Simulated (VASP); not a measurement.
Here is a VASP 6.6.1 calculation.

The input INCAR:

```
  PREC = Accurate
  ENCUT = 520
  EDIFF = 1E-7
  ISMEAR = -1
  SIGMA = 0.05
  LREAL = F
  LASPH = T
  NELM = 150
  ALGO = Normal
  ISIF = 2
  LWAVE = F
  LCHARG = F
  ISPIN = 2
  MAGMOM = 2.208
  LORBIT = 11
  LMAXMIX = 4
  GGA = PE
  NBANDS = 14
```

Contents of KPOINTS:

```
Automatic mesh
0
Gamma
  5 5 5
```

POSCAR

```
Fe
1.0
   -1.4163059769      1.4163059769      1.4163059769
    1.4163059769     -1.4163059769      1.4163059769
    1.4163059769      1.4163059769     -1.4163059769
Fe
1
Direct
    0.0000000000      0.0000000000      0.0000000000
```

Potentials or basis: VASP PAW PBE potentials, release 64 (Fe).

Launch:

```bash
$ cat potpaw_PBE.64/Fe/POTCAR > POTCAR
$ mpirun -np 1 vasp_std > vasp.out
```

What does it give for the pressure?

-3.1 GPa.

Predict the net moment.

2.01 μB per cell.

Caveat: the k points lie up to 0.63 Å⁻¹ apart.
